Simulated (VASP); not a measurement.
The system is TiB2.

```
Ti B
1.0
     3.06906    0.00000    0.00000
    -1.53453    2.65789    0.00000
     0.00000    0.00000    3.27088
Ti B
1 2
Direct
  0.00000 0.00000 0.00000
  0.66667 0.33333 0.50000
  0.33333 0.66667 0.50000
```

This cell differs from its parent crystal: volume scaled by 1.04.

Base run:

| Quantity | Value |
| --- | --- |
| Program | VASP 6.6.1 |
| Functional | PBE |
| Potentials or basis | VASP PAW PBE potentials, release 64 (Ti_sv, B) |
| Cutoff | 520 eV |
| k mesh | 10 × 10 × 8 |
| Occupations | fermi-dirac, width 0.05 eV |
| Spin | no spin polarisation |

Its results: band gap on the k mesh zero (band 9 reaches 9.93 eV, above the bottom of band 10 at 9.40 eV); pressure -8.8 GPa.

Question: The run is repeated on the same cell with these changes: functional from PBE to r2SCAN. What comes out?

Answer: Band gap on the k mesh zero (band 9 reaches 10.14 eV, above the bottom of band 10 at 9.51 eV); pressure -9.8 GPa.

Caveats: the PAW data sets were made with another functional, which shifts forces and pressure a little (some runs).
